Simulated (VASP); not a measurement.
Input of a VASP 6.6.1 run:

The input INCAR:

```
PREC = Accurate
ENCUT = 600
EDIFF = 1E-6
ISMEAR = 0
SIGMA = 0.02
LREAL = F
LASPH = T
NELM = 120
ALGO = Normal
ISIF = 2
LWAVE = F
LCHARG = T
GGA = PE
LELF = T
LVHAR = T
NBANDS = 26
GGA_COMPAT = F
```

File KPOINTS:

```
Automatic mesh
0
Gamma
  9 9 4
```

Contents of POSCAR:

```
ZnO
1.0
    3.2049459879      0.0000000000      0.0000000000
   -1.6024729939      2.7755646433      0.0000000000
    0.0000000000      0.0000000000      7.0573543262
Zn O
2 2
Direct
    0.0000000000      0.0000000000      0.7500000000
    0.0000000000      0.0000000000      0.2500000000
    0.3333333300      0.6666666700      0.2500000000
    0.6666666700      0.3333333300      0.7500000000
```

Potentials or basis: VASP PAW PBE potentials, release 64 (Zn, O).

The run is started by

```bash
$ cat potpaw_PBE.64/Zn/POTCAR potpaw_PBE.64/O/POTCAR > POTCAR
$ mpirun -np 1 vasp_std > vasp.out
```

What does it give for the pressure?

8.0 GPa.

Estimate the band gap on the k mesh.

0.83 eV, direct.

Stress tensor (GPa, compression positive):
```
11.90  0.00  0.00
 0.00 11.90  0.00
 0.00  0.00  0.25
```

Caveat: the cell differs from its parent crystal (strained). A k mesh can miss the band edges.
